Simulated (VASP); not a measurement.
Write the native input for VASP 6.6.1 that does the following.

```yaml
Task: relaxation of cell and atoms
Functional: PBE
Potentials_or_basis: VASP PAW PBE potentials, release 64 (Ag)
Cutoff: 600 eV
k_mesh: 8 × 8 × 4
Occupations: gaussian, width 0.05 eV
Spin: no spin polarisation
Dipole_correction: no
Further_INCAR_settings: ALGO = Normal; EDIFF = 1e-06; IBRION = 2; EDIFFG = -0.03; NSW = 80; ISIF = 3
```

The structure of Ag lies in POSCAR:

```
Ag
1.0
    2.8918669462      0.0000000000      0.0000000000
   -1.4459334731      2.5044302398      0.0000000000
    0.0000000000      0.0000000000      4.7233826788
Ag
2
Direct
    0.3333333333      0.6666666667      0.7500000000
    0.6666666667      0.3333333333      0.2500000000
```

One way to write it, as run:

INCAR

```
SYSTEM = Ag
PREC = Accurate
ENCUT = 600
EDIFF = 1E-6
ISMEAR = 0
SIGMA = 0.05
LREAL = .FALSE.
LASPH = .TRUE.
NELM = 100
ALGO = Normal
ISIF = 3
LWAVE = .FALSE.
LCHARG = .FALSE.
GGA = PE
IBRION = 2
NSW = 80
EDIFFG = -0.03
```

KPOINTS

```
Automatic mesh
0
G
  8 8 4
  0 0 0
```

Potentials or basis: VASP PAW PBE potentials, release 64 (Ag).

Run with:

```console
$ cat potpaw_PBE.64/Ag/POTCAR > POTCAR
$ mpirun -np 1 vasp_std > vasp.out
```

It gave:

```json
{
  "Relaxed volume": "17.91 Å³/atom",
  "Relaxed cell": "a = 2.944 Å, b = 2.944 Å, c = 4.772 Å, α = 90.00°, β = 90.00°, γ = 120.00°",
  "Space group after relaxing (to 0.05 Å)": "P6_3/mmc (No. 194)",
  "Energy gained by relaxing": "12.1 meV/atom",
  "Ionic steps": "5",
  "Pressure after relaxing": "0.1 GPa",
  "Band gap on the k mesh": "zero (band 11 reaches 10.83 eV, above the bottom of band 12 at 4.40 eV)"
}
```

Run time: 24 s on 1 thread of Intel(R) Xeon(R) Platinum 8488C (Sapphire Rapids), on a shared host, peak memory 0.17 GiB.
